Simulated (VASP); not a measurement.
Runs of VASP 6.6.1 on LiCl. The structure is that of space group Fm-3m (No. 225), or close to it. The cells are those of the table. 

| cell | gap on the mesh (eV) |
| --- | --- |
| a = 3.763, b = 3.763, c = 3.808 Å, angles 59.6, 59.6, 60.8°, 2 atoms | 5.49 |
| a = 3.673, b = 3.673, c = 3.718 Å, angles 59.6, 59.6, 60.8°, 2 atoms | 5.85 |
| a = 3.719, b = 3.719, c = 3.627 Å, angles 60.8, 60.8, 58.4°, 2 atoms | (b) |
| a = 3.763, b = 3.763, c = 3.718 Å, angles 60.4, 60.4, 59.2°, 2 atoms | (a) |
| a = 3.673, b = 3.673, c = 3.627 Å, angles 60.4, 60.4, 59.2°, 2 atoms | 5.96 |

Alike in all rows: task single point; level PBEsol; potentials or basis VASP PAW PBE potentials, release 64 (Li_sv, Cl); no spin polarisation; k mesh 8 × 8 × 8; cutoff (eV) 520; smearing gaussian 0.05 eV.

Task: Fill in the values left out.

Result: (a) 5.59; (b) 5.80.

A k mesh can miss the band edges.
